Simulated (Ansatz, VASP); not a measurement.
## Pb in VASP and in Ansatz

```xyz
1
Lattice="0.0000 2.4671 2.4671 2.4671 0.0000 2.4671 2.4671 2.4671 0.0000" Properties=species:S:1:pos:R:3 pbc="T T T"
Pb    0.0000    0.0000    0.0000
```

Alike in both runs: functional PBEsol; k mesh 14 × 14 × 14; occupations gaussian, width 0.1 eV; no spin polarisation.

Ansatz relaxed the structure, and its values are those at the end. VASP's run is a single point on that final structure, the one shown.

```csv
,VASP,Ansatz
version,VASP 6.6.1,Ansatz 0.2.0
potentials or method,"VASP PAW PBE potentials, release 64 (Pb_d), cutoff 520 eV","scalar-relativistic, plane waves, PAW"
valence electrons in the cell,14,14
```

|  | VASP | Ansatz | Ansatz less VASP |
| --- | --- | --- | --- |
| gap on the k mesh at the Fermi level (eV) | none | none | - |
| pressure (GPa) | 0.0 | 0.0 | +0.02 |

VASP's potentials were made for PBE, not for PBEsol. A gap of «none» marks a metal or a gap that the smearing closes.

Spin-orbit coupling is off throughout.
